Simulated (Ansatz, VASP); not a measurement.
P in VASP and in Ansatz

The input INCAR:

```
SYSTEM = P
PREC = Accurate
ENCUT = 520
EDIFF = 1E-6
ISMEAR = -1
SIGMA = 0.1
LREAL = .FALSE.
LASPH = .TRUE.
NELM = 100
ALGO = Normal
ISIF = 2
LWAVE = .FALSE.
LCHARG = .FALSE.
GGA = PE
NBANDS = 14
```

KPOINTS

```
Automatic mesh
0
G
  9 9 14
  0 0 0
```

POSCAR

```
P
1.0
    4.2700225620      0.0000000000      0.0000000000
   -2.1350112810      3.6979480134      0.0000000000
    0.0000000000      0.0000000000      2.4070255743
P
3
Direct
    0.0000000000      0.0000000000      0.0000000000
    0.3333333333      0.6666666667      0.5000000000
    0.6666666667      0.3333333333      0.5000000000
```

Input for Ansatz:

```yaml
crystal:
  lattice:
    - [4.270022562, 0.0, 0.0]
    - [-2.135011281, 3.6979480134, 0.0]
    - [0.0, 0.0, 2.4070255743]
  atoms:
    - { symbol: P, position: [0.0, 0.0, 0.0] }
    - { symbol: P, position: [0.3333333333, 0.6666666667, 0.5] }
    - { symbol: P, position: [0.6666666667, 0.3333333333, 0.5] }
hamiltonian:
  xc: pbe
  pseudopotentials:
    kind: paw
    azcp:
      P: "pseudopotentials/P.paw.azcp"
basis:
  ecutwfc: 420
  fft_grid_basis: typed
kpoints:
  mp_grid: { grid: [9, 9, 14], shift: [0, 0, 0] }
magnetization:
  spin_polarized: false
scf:
  occupations: { method: fermi_dirac, width: 0.1 }
  lower_state_search: "off"
output:
  stress: true
```

Alike in both runs: task single point; functional PBE; k mesh 9 × 9 × 14; occupations fermi-dirac, width 0.1 eV; no spin polarisation.

```csv
,VASP,Ansatz
version,VASP 6.6.1,Ansatz 0.2.0
potentials or method,"VASP PAW PBE potentials, release 64 (P), cutoff 520 eV","plane waves (420 eV) with PAW, scalar-relativistic"
valence electrons in the cell,15,15
```

|  | VASP | Ansatz | Ansatz less VASP |
| --- | --- | --- | --- |
| pressure (GPa) | 15.1 | 15.5 | +0.35 |
| traceless stress, the component that is largest in VASP (GPa) | 1.81 | 1.89 | +0.077 |
